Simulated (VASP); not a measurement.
# BN (Qingsongite) (I-4m2) in VASP: a series of runs

BN (Qingsongite) is run at these levels: r2SCAN; tasks: single point.

Program: VASP 6.6.1. These are calculated values, not measurements. Logs are shortened: lines on timing, memory, paths and dates and some standing lists are left out, and cuts for length are marked.

### 1 The cell of the first run

The structure is tetragonal, space group I-4m2 (No. 119). The conventional cell has a = 2.582 Å, b = 2.582 Å, c = 3.615 Å, α = 90.00°, β = 90.00°, γ = 90.00°. B (site symmetry -4m2) has 4 N at 1.58 Å within 2.1 Å. N (site symmetry -4m2) has 4 B at 1.58 Å within 2.1 Å.

### 2 Single point, r2SCAN

Contents of POSCAR:

```
BN
1.0
    0.0000000000      1.8255750000      1.8075000000
    1.8255750000      0.0000000000      1.8075000000
    1.8255750000      1.8255750000      0.0000000000
B N
1 1
Direct
    0.0000000000      0.0000000000      0.0000000000
    0.2500000000      0.2500000000      0.2500000000
```

Contents of INCAR.step1:

```
SYSTEM = BN
PREC     = Accurate       ! precision mode
ENCUT    = 520            ! plane-wave cutoff, eV
ISMEAR   = 0              ! smearing method
SIGMA    = 0.05           ! smearing width, eV
LREAL    = .False.        ! projectors in reciprocal space
LASPH    = .True.         ! aspherical terms in the spheres
NELM     = 80             ! most SCF steps
NBANDS   = 11             ! bands
GGA      = PE             ! functional
ALGO     = Normal         ! electronic algorithm
EDIFF    = 1E-4           ! SCF threshold, eV
LWAVE    = .True.         ! write WAVECAR
LCHARG   = .False.        ! write CHGCAR
```

Contents of INCAR.step2:

```
SYSTEM = BN
PREC     = Accurate       ! precision mode
ENCUT    = 520            ! plane-wave cutoff, eV
EDIFF    = 1E-6           ! SCF threshold, eV
ISMEAR   = 0              ! smearing method
SIGMA    = 0.05           ! smearing width, eV
LREAL    = .False.        ! projectors in reciprocal space
LASPH    = .True.         ! aspherical terms in the spheres
NELM     = 80             ! most SCF steps
ALGO     = Normal         ! electronic algorithm
ISIF     = 2              ! what is computed and relaxed
LWAVE    = .False.        ! write WAVECAR
LCHARG   = .False.        ! write CHGCAR
METAGGA  = R2SCAN         ! meta-GGA
LMIXTAU  = .True.       
NBANDS   = 11             ! bands
ISTART   = 1
```

Contents of KPOINTS:

```
Automatic mesh
0
Gamma
  10 10 10
  0 0 0
```

Potentials or basis: VASP PAW PBE potentials, release 64 (B, N).

On the command line:

```console
> cat potpaw_PBE.64/B/POTCAR potpaw_PBE.64/N/POTCAR > POTCAR
> cp INCAR.step1 INCAR
> mpirun -np 1 vasp_std > vasp.out
> cp INCAR.step2 INCAR
> mpirun -np 1 vasp_std > vasp.out
```

OUTCAR:

```text
SYSTEM = BN
   PREC = Accurate
   ENCUT = 520
   EDIFF = 1E-6
   ISMEAR = 0
   LREAL = .False.
   LASPH = .True.
   NELM = 80
   ISIF = 2
   METAGGA = R2SCAN
   ISTART = 1

 ion  position               nearest neighbor table
   1  0.000  0.000  0.000-   2 1.58   2 1.58   2 1.58   2 1.58
   2  0.250  0.250  0.250-   1 1.58   1 1.58   1 1.58   1 1.58

  LATTYP: Found a body centered tetragonal cell.
 ALAT       =     2.5817529241
 C/A-ratio  =     1.4002114479

  Lattice vectors:

 A1 = (   0.0000000000,  -1.8255750000,  -1.8075000000)
 A2 = (   0.0000000000,   1.8255750000,  -1.8075000000)
 A3 = (   1.8255750000,   0.0000000000,   1.8075000000)

Analysis of symmetry for initial positions (statically):
=====================================================================
 Subroutine PRICEL returns:
 Original cell was already a primitive cell.

 Routine SETGRP: Setting up the symmetry group for a
 body centered tetragonal supercell.

 Subroutine GETGRP returns: Found  8 space group operations
 (whereof  8 operations were pure point group operations)
 out of a pool of 16 trial point group operations.

The static configuration has the point symmetry D_2d.

Analysis of symmetry for dynamics (positions and initial velocities):
=====================================================================
 Subroutine PRICEL returns:
 Original cell was already a primitive cell.

 Routine SETGRP: Setting up the symmetry group for a
 body centered tetragonal supercell.

 Subroutine GETGRP returns: Found  8 space group operations
 (whereof  8 operations were pure point group operations)
 out of a pool of 16 trial point group operations.

The dynamic configuration has the point symmetry D_2d.

 Subroutine INISYM returns: Found  8 space group operations
 (whereof  8 operations are pure point group operations),
 and found     1 'primitive' translations

----------------------------------------------------------------------------------------

                                     Primitive cell

  volume of cell :      12.0478

  direct lattice vectors                    reciprocal lattice vectors
     0.000000000  1.825575000  1.807500000    -0.273886310  0.273886310  0.276625173
     1.825575000  0.000000000  1.807500000     0.273886310 -0.273886310  0.276625173
     1.825575000  1.825575000  0.000000000     0.273886310  0.273886310 -0.276625173

  length of vectors
     2.569003762  2.569003762  2.581752924     0.475971541  0.475971541  0.475971541

  position of ions in fractional coordinates (direct lattice)
     0.000000000  0.000000000  0.000000000
     0.250000000  0.250000000  0.250000000

  ion indices of the primitive-cell ions
   primitive index   ion index
                 1           1
[... 85 lines left out ...]
   NUPDOWN=      -1.0000    fix difference up-down
   EMIN   =  10.00;   EMAX   =-10.00  energy-range for DOS
   EFERMI =   0.00;   METHOD = LEGACY
   ISMEAR =     0;   SIGMA  =   0.05  broadening in eV -4-tet -1-fermi 0-gaus
   EFERMI_NEDOS =   21; number of points for ismear=-14 and -15
   IALGO  =     38    algorithm
   IMIX   =      4    mixing-type and parameters
     AMIX     =   0.40;   BMIX     =  1.00
     AMIX_MAG =   1.60;   BMIX_MAG =  1.00
  volume/ion in A,a.u.               =       6.02        40.65
  Fermi-wavevector in a.u.,A,eV,Ry     =   1.428244  2.698989 27.754248  2.039880
  Thomas-Fermi vector in A             =   2.548326
   LORBIT       =      0    0 simple, 1 ext, 2 COOP (PROOUT), +10 PAW based schemes
   METAGGA = R2SCAN    functional components
   LHFCALC =     F    Hartree Fock is set to
   AEXX    =    0.0000 exact exchange contribution
   IVDW    =     0    specifies the selected vdW correction
   LEPSILON=     F    determine dielectric tensor
   LRPA    =     F    only Hartree local field effects (RPA)
 non-spin polarized calculation
 Gauss-broadening in eV      SIGMA  =   0.05
  energy-cutoff  :      520.00
  volume of cell :       12.05
 maximum number of plane-waves:       334
   NGX =  9   NGY =  9   NGZ =  9

 number of electron       8.0000000 magnetization

 Free energy of the ion-electron system (eV)
  ---------------------------------------------------
  ext. energy  EPLUGINS =         0.00000000
  ---------------------------------------------------
  free energy    TOTEN  =       -19.16427667 eV

  energy without entropy =      -19.16427667  energy(sigma->0) =      -19.16427667

 E-fermi :   7.3139     XC(G=0): -13.5411

 val. band max:        7.0647113704   @ k =   0.0000   0.0000   0.0000
 cond. band min:      11.8367406957   @ k =   0.5000   0.5000   0.0000
 fundamental gap:      4.7720293253
 Fermi energy:         7.3139469327

 k-point     1 :       0.0000    0.0000    0.0000
  band No.  band energies     occupation
      1     -14.0621      2.00000
      2       6.9675      2.00000
      3       6.9675      2.00000
      4       7.0647      2.00000
      5      16.3823      0.00000
      6      16.4530      0.00000
      7      16.4530      0.00000
      8      17.7210      0.00000
      9      32.7420      0.00000
     10      35.2399      0.00000
     11      35.7420      0.00000
[... 309 lines left out ...]
 k-point    24 :       0.4000    0.3000    0.0000
  band No.  band energies     occupation
      1     -10.2009      2.00000
      2       0.0109      2.00000
      3       2.3782      2.00000
      4       2.7721      2.00000
      5      13.5232      0.00000
      6      18.0306      0.00000
      7      23.3454      0.00000
      8      23.4578      0.00000
      9      27.8144      0.00000
     10      35.3061      0.00000
     11      39.7398      0.00000

 [... further k-points ...]

------------------------ aborting loop because EDIFF is reached ----------------------------------------

  FORCE on cell =-STRESS in cart. coord.  units (eV):
  Direction    XX          YY          ZZ          XY          YZ          ZX
  --------------------------------------------------------------------------------------
  -------------------------------------------------------------------------------------
  Total       -0.7625319     -0.7625319     -0.2967781      0.0000000      0.0000000     -0.0000000
  in kB     -101.4053698   -101.4053698    -39.4670650      0.0000000      0.0000000     -0.0000000
  external PRESSURE =     -80.7592682 kB  Pullay stress =       0.0000000 kB

 VOLUME and BASIS-vectors are now :
 -----------------------------------------------------------------------------
  energy-cutoff  :      520.00
  volume of cell :       12.05
      direct lattice vectors                 reciprocal lattice vectors
     0.000000000  1.825575000  1.807500000    -0.273886310  0.273886310  0.276625173
     1.825575000  0.000000000  1.807500000     0.273886310 -0.273886310  0.276625173
     1.825575000  1.825575000  0.000000000     0.273886310  0.273886310 -0.276625173

 POSITION                                       TOTAL-FORCE (eV/Angst)
 -----------------------------------------------------------------------------------
      0.00000      0.00000      0.00000        -0.000000     -0.000000      0.000000
      0.91279      0.91279      0.90375         0.000000      0.000000      0.000000
 -----------------------------------------------------------------------------------
    total drift:                                0.000000      0.000000     -0.000000

  FREE ENERGIE OF THE ION-ELECTRON SYSTEM (eV)
  ---------------------------------------------------
  free  energy   TOTEN  =       -19.1642766740 eV

  energy  without entropy=      -19.1642766740  energy(sigma->0) =      -19.16427667
```

It took 2 min on 1 thread of AMD EPYC 7R13, shared host; peak memory 0.1 GiB.

Results:

```yaml
Free_energy: -19.1643 eV
Pressure: -8.1 GPa
Band_gap_on_the_k_mesh: 4.77 eV, indirect (least direct gap 9.32 eV)
```

Stress tensor (GPa, compression positive):
```
-10.14   0.00   0.00
  0.00 -10.14   0.00
  0.00   0.00  -3.95
```

Caveat: the PAW data sets were made with another functional, which shifts forces and pressure a little. r2SCAN opens gaps a little over a GGA but as a rule still falls short of measured ones.

### 3 Single point, r2SCAN

This run uses another cell than the first one, of 6.14 Å³/atom, 1.020 times its volume.

Contents of POSCAR:

```
BN
1.0
    0.0000000000      1.8436500000      1.8075000000
    1.8436500000      0.0000000000      1.8075000000
    1.8436500000      1.8436500000      0.0000000000
B N
1 1
Direct
    0.0000000000      0.0000000000      0.0000000000
    0.2500000000      0.2500000000      0.2500000000
```

Contents of INCAR.step1:

```
ALGO = Normal
EDIFF = 1E-4
ENCUT = 520
GGA = PE
ISMEAR = 0
LASPH = T
LCHARG = F
LREAL = F
LWAVE = T
NBANDS = 11
NELM = 60
PREC = Accurate
SIGMA = 0.05
```

Contents of INCAR.step2:

```
ALGO = Normal
EDIFF = 1E-6
ENCUT = 520
ISIF = 2
ISMEAR = 0
ISTART = 1
LASPH = T
LCHARG = T
LELF = T
LMIXTAU = T
LREAL = F
LVHAR = T
LWAVE = F
METAGGA = R2SCAN
NBANDS = 11
NELM = 60
PREC = Accurate
SIGMA = 0.05
```

Contents of KPOINTS:

```
k-points
0
Gamma
  10 10 10
```

Potentials or basis: VASP PAW PBE potentials, release 64 (B, N).

On the command line:

```console
> cat potpaw_PBE.64/B/POTCAR potpaw_PBE.64/N/POTCAR > POTCAR
> cp INCAR.step1 INCAR
> mpirun -np 1 vasp_std > vasp.out
> cp INCAR.step2 INCAR
> mpirun -np 1 vasp_std > vasp.out
```

OUTCAR:

```text
EDIFF = 1E-6
   ENCUT = 520
   ISIF = 2
   ISMEAR = 0
   ISTART = 1
   LASPH = T
   LREAL = F
   METAGGA = R2SCAN
   NELM = 60
   PREC = Accurate

 ion  position               nearest neighbor table
   1  0.000  0.000  0.000-   2 1.59   2 1.59   2 1.59   2 1.59
   2  0.250  0.250  0.250-   1 1.59   1 1.59   1 1.59   1 1.59

  LATTYP: Found a body centered tetragonal cell.
 ALAT       =     2.6073148343
 C/A-ratio  =     1.3864838847

  Lattice vectors:

 A1 = (   0.0000000000,  -1.8436500000,  -1.8075000000)
 A2 = (   0.0000000000,   1.8436500000,  -1.8075000000)
 A3 = (   1.8436500000,   0.0000000000,   1.8075000000)

Analysis of symmetry for initial positions (statically):
=====================================================================
 Subroutine PRICEL returns:
 Original cell was already a primitive cell.

 Routine SETGRP: Setting up the symmetry group for a
 body centered tetragonal supercell.

 Subroutine GETGRP returns: Found  8 space group operations
 (whereof  8 operations were pure point group operations)
 out of a pool of 16 trial point group operations.

The static configuration has the point symmetry D_2d.

Analysis of symmetry for dynamics (positions and initial velocities):
=====================================================================
 Subroutine PRICEL returns:
 Original cell was already a primitive cell.

 Routine SETGRP: Setting up the symmetry group for a
 body centered tetragonal supercell.

 Subroutine GETGRP returns: Found  8 space group operations
 (whereof  8 operations were pure point group operations)
 out of a pool of 16 trial point group operations.

The dynamic configuration has the point symmetry D_2d.

 Subroutine INISYM returns: Found  8 space group operations
 (whereof  8 operations are pure point group operations),
 and found     1 'primitive' translations

----------------------------------------------------------------------------------------

[... 119 lines left out ...]
   AEXX    =    0.0000 exact exchange contribution
   IVDW    =     0    specifies the selected vdW correction
   LEPSILON=     F    determine dielectric tensor
   LRPA    =     F    only Hartree local field effects (RPA)
 non-spin polarized calculation
 Gauss-broadening in eV      SIGMA  =   0.05
  energy-cutoff  :      520.00
  volume of cell :       12.29
 maximum number of plane-waves:       342
   NGX =  9   NGY =  9   NGZ =  9

 number of electron       8.0000001 magnetization

 Free energy of the ion-electron system (eV)
  ---------------------------------------------------
  ext. energy  EPLUGINS =         0.00000000
  ---------------------------------------------------
  free energy    TOTEN  =       -19.14301861 eV

  energy without entropy =      -19.14301861  energy(sigma->0) =      -19.14301861

 E-fermi :   7.2436     XC(G=0): -13.4379

 val. band max:        6.8891639491   @ k =   0.0000   0.0000   0.0000
 cond. band min:      11.4696434698   @ k =   0.5000   0.5000   0.0000
 fundamental gap:      4.5804795206
 Fermi energy:         7.2436072703

 k-point     1 :       0.0000    0.0000    0.0000
  band No.  band energies     occupation
      1     -14.0746      2.00000
      2       6.7015      2.00000
      3       6.7015      2.00000
      4       6.8892      2.00000
      5      16.0064      0.00000
      6      16.1461      0.00000
      7      16.1461      0.00000
      8      17.1500      0.00000
      9      32.1255      0.00000
     10      34.5171      0.00000
     11      35.4654      0.00000
[... 309 lines left out ...]
 k-point    24 :       0.4000    0.3000    0.0000
  band No.  band energies     occupation
      1     -10.2397      2.00000
      2      -0.1013      2.00000
      3       2.2067      2.00000
      4       2.5414      2.00000
      5      13.1384      0.00000
      6      17.5322      0.00000
      7      22.8705      0.00000
      8      22.9747      0.00000
      9      27.3925      0.00000
     10      34.7111      0.00000
     11      39.0772      0.00000

 [... further k-points ...]

------------------------ aborting loop because EDIFF is reached ----------------------------------------

  FORCE on cell =-STRESS in cart. coord.  units (eV):
  Direction    XX          YY          ZZ          XY          YZ          ZX
  --------------------------------------------------------------------------------------
  -------------------------------------------------------------------------------------
  Total       -1.4513646     -1.4513646     -0.5377486      0.0000000      0.0000000     -0.0000000
  in kB     -189.2438790   -189.2438790    -70.1172052      0.0000000      0.0000000     -0.0000000
  external PRESSURE =    -149.5349877 kB  Pullay stress =       0.0000000 kB

 VOLUME and BASIS-vectors are now :
 -----------------------------------------------------------------------------
  energy-cutoff  :      520.00
  volume of cell :       12.29
      direct lattice vectors                 reciprocal lattice vectors
     0.000000000  1.843650000  1.807500000    -0.271201150  0.271201150  0.276625173
     1.843650000  0.000000000  1.807500000     0.271201150 -0.271201150  0.276625173
     1.843650000  1.843650000  0.000000000     0.271201150  0.271201150 -0.276625173

 POSITION                                       TOTAL-FORCE (eV/Angst)
 -----------------------------------------------------------------------------------
      0.00000      0.00000      0.00000         0.000000     -0.000000      0.000000
      0.92183      0.92183      0.90375        -0.000000      0.000000      0.000000
 -----------------------------------------------------------------------------------
    total drift:                                0.000000      0.000000     -0.000001

  FREE ENERGIE OF THE ION-ELECTRON SYSTEM (eV)
  ---------------------------------------------------
  free  energy   TOTEN  =       -19.1430186134 eV

  energy  without entropy=      -19.1430186134  energy(sigma->0) =      -19.14301861
```

Wall time 2 min (1 thread of AMD EPYC 7R13, shared host); peak memory 0.1 GiB.

Results:

```
Free energy            : -19.1430 eV
Pressure               : -15.0 GPa
Band gap on the k mesh : 4.58 eV, indirect (least direct gap 9.12 eV)
```

Stress tensor (GPa, compression positive):
```
-18.92   0.00   0.00
  0.00 -18.92   0.00
  0.00   0.00  -7.01
```

Levels at points of the mesh, in eV from the valence-band top:
```tsv
k point	band 2	band 3	band 4	band 5	band 6	band 7
(0.00, 0.00, 0.00)	-0.19	-0.19	0.00	9.12	9.26	9.26
(0.50, 0.00, 0.00)	-10.84	-2.21	-1.91	10.03	11.01	11.33
(0.50, 0.50, 0.00)	-8.99	-5.20	-5.20	4.58	9.14	18.54
(0.50, 0.00, 0.50)	-9.28	-4.94	-4.93	4.92	9.61	18.33
```

Caveat: the PAW data sets were made with another functional, which shifts forces and pressure a little. A k mesh can miss the band edges.
